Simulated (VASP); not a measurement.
# C (P-3m1) in VASP: single point with PBE+D3(BJ)

Aim: the single point of C with PBE+D3(BJ).

Everything below comes from runs of VASP 6.6.1. Logs are shortened: lines on timing, memory, paths and dates and some standing lists are left out, and cuts for length are marked.

## Step 1: The cell of the first run

The structure is trigonal, space group P-3m1 (No. 164). Conventional cell: a = 2.465 Å, b = 2.465 Å, c = 13.327 Å, α = 90.00°, β = 90.00°, γ = 120.00°. C (site symmetry 3m) has 3 C at 1.42 Å within 1.9 Å. C (site symmetry 3m) has 3 C at 1.42 Å within 1.9 Å. Within 1.9 Å of C (site symmetry 3m) lie 3 C at 1.42 Å. Within 1.9 Å of C (site symmetry 3m) lie 3 C at 1.42 Å.

## Step 2: Single point, PBE+D3(BJ)

INCAR reads:

```
SYSTEM = C
ALGO     = Normal         ! electronic algorithm
EDIFF    = 1E-6           ! SCF threshold, eV
ENCUT    = 520            ! plane-wave cutoff, eV
GGA      = PE             ! functional
ISIF     = 2              ! what is computed and relaxed
ISMEAR   = 0              ! smearing method
IVDW     = 12             ! dispersion correction
LASPH    = .True.         ! aspherical terms in the spheres
LCHARG   = .False.        ! write CHGCAR
LREAL    = .False.        ! projectors in reciprocal space
LWAVE    = .False.        ! write WAVECAR
NBANDS   = 26             ! bands
NELM     = 80             ! most SCF steps
PREC     = Accurate       ! precision mode
SIGMA    = 0.15           ! smearing width, eV
```

KPOINTS reads:

```
k-points
0
Gamma
  22 22 4
  0 0 0
```

POSCAR reads:

```
C
1.0
   -1.2324898335     -2.1347350114      0.0000000000
    1.2324898335     -2.1347350114      0.0000000000
    0.0000000000      0.0000000000     13.3268657407
C
8
Direct
    1.0000000000      1.0000000000      0.8847979644
    1.0000000000      1.0000000000      0.3791702346
    0.0000000000      0.0000000000      0.1263563697
    0.0000000000      0.0000000000      0.6319840995
    0.6666666667      0.6666666667      0.8847979644
    0.6666666667      0.6666666667      0.3791702346
    0.3333333333      0.3333333333      0.1263563697
    0.3333333333      0.3333333333      0.6319840995
```

Potentials or basis: VASP PAW PBE potentials, release 64 (C).

Launch:

```bash
> cat potpaw_PBE.64/C/POTCAR > POTCAR
> mpirun -np 1 vasp_std > vasp.out
```

OUTCAR:

```text
SYSTEM = C
   EDIFF = 1E-6
   ENCUT = 520
   GGA = PE
   ISIF = 2
   ISMEAR = 0
   IVDW = 12
   LASPH = .True.
   LREAL = .False.
   NELM = 80
   PREC = Accurate
 IVDW          = 12

 ion  position               nearest neighbor table
   1  0.000  0.000  0.885-   5 1.42   5 1.42   5 1.42
   2  0.000  0.000  0.379-   6 1.42   6 1.42   6 1.42
   3  0.000  0.000  0.126-   7 1.42   7 1.42   7 1.42
   4  0.000  0.000  0.632-   8 1.42   8 1.42   8 1.42
   5  0.667  0.667  0.885-   1 1.42   1 1.42   1 1.42
   6  0.667  0.667  0.379-   2 1.42   2 1.42   2 1.42
   7  0.333  0.333  0.126-   3 1.42   3 1.42   3 1.42
   8  0.333  0.333  0.632-   4 1.42   4 1.42   4 1.42

  LATTYP: Found a hexagonal cell.
 ALAT       =     2.4649796670
 C/A-ratio  =     5.4064810024

  Lattice vectors:

 A1 = (  -1.2324898335,   2.1347350114,   0.0000000000)
 A2 = (  -1.2324898335,  -2.1347350114,   0.0000000000)
 A3 = (   0.0000000000,   0.0000000000,  13.3268657407)

Analysis of symmetry for initial positions (statically):
=====================================================================
 Subroutine PRICEL returns:
 Original cell was already a primitive cell.

 Routine SETGRP: Setting up the symmetry group for a
 hexagonal supercell.

 Subroutine GETGRP returns: Found 12 space group operations
 (whereof  6 operations were pure point group operations)
 out of a pool of 24 trial point group operations.

The static configuration has the point symmetry C_3v.
 The point group associated with its full space group is D_3d.

Analysis of symmetry for dynamics (positions and initial velocities):
=====================================================================
 Subroutine PRICEL returns:
 Original cell was already a primitive cell.

 Routine SETGRP: Setting up the symmetry group for a
 hexagonal supercell.

 Subroutine GETGRP returns: Found 12 space group operations
 (whereof  6 operations were pure point group operations)
 out of a pool of 24 trial point group operations.

The dynamic configuration has the point symmetry C_3v.
 The point group associated with its full space group is D_3d.

 Subroutine INISYM returns: Found 12 space group operations
 (whereof  6 operations are pure point group operations),
 and found     1 'primitive' translations

----------------------------------------------------------------------------------------

                                     Primitive cell

  volume of cell :      70.1270

  direct lattice vectors                    reciprocal lattice vectors
    -1.232489834 -2.134735011  0.000000000    -0.405682860 -0.234221108  0.000000000
     1.232489834 -2.134735011  0.000000000     0.405682860 -0.234221108  0.000000000
     0.000000000  0.000000000 13.326865741     0.000000000  0.000000000  0.075036398

  length of vectors
     2.464979667  2.464979667 13.326865741     0.468442216  0.468442216  0.075036398

  position of ions in fractional coordinates (direct lattice)
     0.000000000  0.000000000  0.884797964
     0.000000000  0.000000000  0.379170235
     0.000000000  0.000000000  0.126356370
     0.000000000  0.000000000  0.631984100
     0.666666667  0.666666667  0.884797964
     0.666666667  0.666666667  0.379170235
     0.333333333  0.333333333  0.126356370
     0.333333333  0.333333333  0.631984100

  ion indices of the primitive-cell ions
   primitive index   ion index
                 1           1
                 2           2
                 3           3
                 4           4
                 5           5
                 6           6
                 7           7
                 8           8

----------------------------------------------------------------------------------------

 KPOINTS: k-points

Automatic generation of k-mesh.
 Grid dimensions read from file:
 generate k-points for:   22   22    4

 Generating k-lattice:

  Cartesian coordinates                     Fractional coordinates (reciprocal lattice)
    -0.018440130 -0.010646414  0.000000000     0.045454545 -0.000000000  0.000000000
     0.018440130 -0.010646414  0.000000000    -0.000000000  0.045454545  0.000000000
     0.000000000  0.000000000  0.018759099     0.000000000  0.000000000  0.250000000

  Length of vectors
     0.021292828  0.021292828  0.018759099

  Shift w.r.t. Gamma in fractional coordinates (k-lattice)
     0.000000000  0.000000000  0.000000000

 Subroutine IBZKPT returns following result:
 ===========================================

 Found    196 irreducible k-points:

 Following reciprocal coordinates:
            Coordinates               Weight
  0.000000  0.000000  0.000000      1.000000
  0.045455 -0.000000  0.000000      6.000000
  0.090909 -0.000000  0.000000      6.000000
  0.136364  0.000000  0.000000      6.000000
  0.181818  0.000000  0.000000      6.000000
  0.227273  0.000000  0.000000      6.000000
[... 16 lines left out ...]
  0.181818  0.090909  0.000000      6.000000
  0.227273  0.090909  0.000000     12.000000
 [... further k-points ...]
   k-points           NKPTS =    196   k-points in BZ     NKDIM =    196   number of bands    NBANDS=     26
   number of dos      NEDOS =    301   number of ions     NIONS =      8
   total plane-waves  NPLWV =  32400
   dimension x,y,z NGX =    18 NGY =   18 NGZ =  100
   dimension x,y,z NGXF=    36 NGYF=   36 NGZF=  200
   ions per type =               8
   NGX,Y,Z   is equivalent  to a cutoff of  12.14, 12.14, 12.47 a.u.
   NGXF,Y,Z  is equivalent  to a cutoff of  24.28, 24.28, 24.95 a.u.
 SYSTEM =  C
   PREC   = accura    normal or accurate (medium, high low for compatibility)
   ISTART =      0    job   : 0-new  1-cont  2-samecut
   ICHARG =      2    charge: 1-file 2-atom 10-const
   ISPIN  =      1    spin polarized calculation?
   LNONCOLLINEAR =      F non collinear calculations
   LSORBIT =      F    spin-orbit coupling
   LASPH  =      T    aspherical Exc in radial PAW
   ENCUT  =  520.0 eV  38.22 Ry    6.18 a.u.   4.58  4.58 24.78*2*pi/ulx,y,z
   NELM   =     80;   NELMIN=  2; NELMDL= -5     # of ELM steps
   EDIFF  = 0.1E-05   stopping-criterion for ELM
   LREAL  =      F    real-space projection
   EDIFFG = 0.1E-04   stopping-criterion for IOM
   NSW    =      0    number of steps for IOM
   IBRION =     -1    ionic relax: 0-MD 1-quasi-New 2-CG
   NFREE  =      0    steps in history (QN), initial steepest desc. (CG)
   ISIF   =      2    stress and relaxation
   ISYM   =      2    0-nonsym 1-usesym 2-fastsym
   POTIM  = 0.5000    time-step for ionic-motion
   TEBEG  =    0.0;   TEEND  =   0.0 temperature during run
   PSTRESS=    0.0 pullay stress
   NELECT =      32.0000    total number of electrons
   NUPDOWN=      -1.0000    fix difference up-down
   EMIN   =  10.00;   EMAX   =-10.00  energy-range for DOS
   EFERMI =   0.00;   METHOD = LEGACY
   ISMEAR =     0;   SIGMA  =   0.15  broadening in eV -4-tet -1-fermi 0-gaus
   EFERMI_NEDOS =   21; number of points for ismear=-14 and -15
   IALGO  =     38    algorithm
   IMIX   =      4    mixing-type and parameters
     AMIX     =   0.40;   BMIX     =  1.00
     AMIX_MAG =   1.60;   BMIX_MAG =  1.00
  volume/ion in A,a.u.               =       8.77        59.16
  Fermi-wavevector in a.u.,A,eV,Ry     =   1.260365  2.381745 21.613130  1.588520
  Thomas-Fermi vector in A             =   2.393878
   LORBIT       =      0    0 simple, 1 ext, 2 COOP (PROOUT), +10 PAW based schemes
   GGA     = PE    functional components
   LHFCALC =     F    Hartree Fock is set to
   AEXX    =    0.0000 exact exchange contribution
   IVDW    =    12    specifies the selected vdW correction
   LEPSILON=     F    determine dielectric tensor
   LRPA    =     F    only Hartree local field effects (RPA)
 non-spin polarized calculation
 Gauss-broadening in eV      SIGMA  =   0.15
  energy-cutoff  :      520.00
  volume of cell :       70.13
 maximum number of plane-waves:      1920
   NGX =  9   NGY =  9   NGZ = 49

 number of electron      31.9999990 magnetization

 Free energy of the ion-electron system (eV)
  ---------------------------------------------------
  ext. energy  EPLUGINS =         0.00000000
  ---------------------------------------------------
  free energy    TOTEN  =       -73.67440243 eV

  energy without entropy =      -73.67364409  energy(sigma->0) =      -73.67402326

 E-fermi :   4.7673     XC(G=0): -10.3705

 val. band max:        4.6288308844   @ k =  -0.3636   0.3182   0.0000
 cond. band min:       4.9054442659   @ k =  -0.3636   0.3182   0.0000
 fundamental gap:      0.2766133815
 Fermi energy:         4.7673430917

 k-point     1 :       0.0000    0.0000    0.0000
  band No.  band energies     occupation
      1     -14.9249      2.00000
      2     -14.7801      2.00000
      3     -14.7532      2.00000
      4     -14.6011      2.00000
      5      -3.8120      2.00000
      6      -2.9405      2.00000
[... 18 lines left out ...]
     25      13.1157      0.00000
     26      13.1163      0.00000

 k-point     2 :       0.0455   -0.0000    0.0000
  band No.  band energies     occupation
      1     -14.8755      2.00000
      2     -14.7311      2.00000
      3     -14.7043      2.00000
      4     -14.5527      2.00000
      5      -3.7520      2.00000
      6      -2.8822      2.00000
[... 18 lines left out ...]
     25      13.2998      0.00000
     26      13.3268      0.00000

 k-point     3 :       0.0909   -0.0000    0.0000
  band No.  band energies     occupation
      1     -14.7275      2.00000
      2     -14.5844      2.00000
      3     -14.5578      2.00000
      4     -14.4076      2.00000
      5      -3.5725      2.00000
      6      -2.7074      2.00000
[... 572 lines left out ...]
 k-point    23 :       0.1818    0.0909    0.0000
  band No.  band energies     occupation
      1     -14.3342      2.00000
      2     -14.1944      2.00000
      3     -14.1683      2.00000
      4     -14.0217      2.00000
      5      -3.0965      2.00000
      6      -2.2448      2.00000
[... 18 lines left out ...]
     25      14.3769      0.00000
     26      14.5043      0.00000

 k-point    24 :       0.2273    0.0909    0.0000
  band No.  band energies     occupation
      1     -13.9915      2.00000
      2     -13.8545      2.00000
      3     -13.8289      2.00000
      4     -13.6856      2.00000
      5      -2.6835      2.00000
      6      -1.8442      2.00000
[... 18 lines left out ...]
     25      13.7900      0.00000
     26      13.8492      0.00000

 [... further k-points ...]

------------------------ aborting loop because EDIFF is reached ----------------------------------------

 Edisp (eV)   -1.26148

 E8    (eV) :    -0.3579

  FORCE on cell =-STRESS in cart. coord.  units (eV):
  Direction    XX          YY          ZZ          XY          YZ          ZX
  --------------------------------------------------------------------------------------
  -------------------------------------------------------------------------------------
  Total       0.28631     0.28631     0.20124     0.00000     0.00000     0.00000
  in kB       6.54133     6.54133     4.59764     0.00000     0.00000     0.00000
  external pressure =        5.89 kB  Pullay stress =        0.00 kB

 VOLUME and BASIS-vectors are now :
 -----------------------------------------------------------------------------
  energy-cutoff  :      520.00
  volume of cell :       70.13
      direct lattice vectors                 reciprocal lattice vectors
    -1.232489834 -2.134735011  0.000000000    -0.405682860 -0.234221108  0.000000000
     1.232489834 -2.134735011  0.000000000     0.405682860 -0.234221108  0.000000000
     0.000000000  0.000000000 13.326865741     0.000000000  0.000000000  0.075036398

 POSITION                                       TOTAL-FORCE (eV/Angst)
 -----------------------------------------------------------------------------------
      0.00000      0.00000     11.79158        -0.000000     -0.000000     -0.029489
      0.00000      0.00000      5.05315         0.000000     -0.000000     -0.000258
      0.00000      0.00000      1.68393         0.000000      0.000000      0.029489
      0.00000      0.00000      8.42237        -0.000000      0.000000      0.000258
      0.00000     -2.84631     11.79158        -0.000000     -0.000000     -0.038905
      0.00000     -2.84631      5.05315        -0.000000     -0.000000     -0.000470
      0.00000     -1.42316      1.68393         0.000000      0.000000      0.038905
      0.00000     -1.42316      8.42237        -0.000000      0.000000      0.000470
 -----------------------------------------------------------------------------------
    total drift:                               -0.000000     -0.000000     -0.000004

  FREE ENERGIE OF THE ION-ELECTRON SYSTEM (eV)
  ---------------------------------------------------
  free  energy   TOTEN  =       -74.9358849303 eV

  energy  without entropy=      -74.9351265954  energy(sigma->0) =      -74.93550576
```

Wall time 2.1 min (1 thread of Intel Xeon 6975P-C (Granite Rapids), shared host); peak memory 0.34 GiB.

Results:

* Free energy: -74.9359 eV
* Pressure: 0.6 GPa
* Largest force: 0.039 eV/Å
* Band gap on the k mesh: 0.28 eV
* Dispersion energy per atom: -0.158 eV

Forces on the atoms (eV/Å):
```
C    0.000  0.000 -0.029
C    0.000  0.000  0.000
C    0.000  0.000  0.029
C    0.000  0.000  0.000
C    0.000  0.000 -0.039
C    0.000  0.000  0.000
C    0.000  0.000  0.039
C    0.000  0.000  0.000
```

Levels at points of the mesh, in eV from the valence-band top:
| k point | band 12 | band 13 | band 14 | band 15 | band 16 | band 17 | band 18 | band 19 | band 20 | band 21 |
| --- | --- | --- | --- | --- | --- | --- | --- | --- | --- | --- |
| (0.00, 0.00, 0.00) | -2.90 | -2.90 | -2.90 | -2.89 | -2.89 | 4.45 | 7.03 | 7.27 | 8.43 | 8.43 |
| (0.50, 0.00, 0.00) | -6.25 | -2.68 | -2.27 | -2.22 | -1.96 | 1.63 | 1.75 | 1.78 | 2.32 | 7.30 |
| (0.00, 0.00, 0.50) | -2.90 | -2.89 | -2.89 | -2.89 | -2.89 | 5.12 | 5.31 | 8.43 | 8.43 | 8.44 |
| (0.50, 0.00, 0.50) | -6.25 | -2.58 | -2.51 | -2.04 | -2.01 | 1.61 | 1.62 | 2.09 | 2.14 | 7.34 |

A k mesh can miss the band edges.
